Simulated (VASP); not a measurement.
**Re: single point with r2SCAN**

The system is Re.

```
Re
1.0
     2.75983    0.00000    0.00000
    -1.37991    2.39008    0.00000
     0.00000    0.00000    4.45723
Re
2
Direct
  0.33333 0.66667 0.25000
  0.66667 0.33333 0.75000
```

```yaml
Program: VASP 6.6.1
Task: single point
Functional: r2SCAN
Potentials_or_basis: VASP PAW PBE potentials, release 64 (Re_sv_GW)
Cutoff: 610 eV
k_mesh: 3 × 3 × 2
Occupations: fermi-dirac, width 0.1 eV
Spin: no spin polarisation
```

The pressure is 8.7 GPa and the band gap on the k mesh is zero (bands 15 and 16 overlap by 2.03 eV).

Stress tensor (GPa, compression positive):
```
 6.49  0.00  0.00
 0.00  6.49  0.00
 0.00  0.00 13.17
```

Levels at points of the mesh, in eV from the Fermi level:
| k point | band 13 | band 14 | band 15 | band 16 | band 17 | band 18 |
| --- | --- | --- | --- | --- | --- | --- |
| (0.00, 0.00, 0.00) | -1.79 | -0.93 | -0.93 | 0.03 | 0.03 | 0.30 |
| (0.00, 0.00, 0.50) | -1.93 | -1.93 | -1.93 | -1.93 | 2.49 | 2.49 |

It took 62 s on 1 thread of Intel(R) Xeon(R) Platinum 8259CL CPU @ 2.50GHz (Skylake/Cascade Lake), on a shared host, peak memory 0.16 GiB.

Caveat: the k points lie up to 0.88 Å⁻¹ apart, too coarse for converged energies and pressures of a metal; the PAW data sets were made with another functional, which shifts forces and pressure a little; spin-orbit coupling is left out, which moves the levels of the heavy elements.
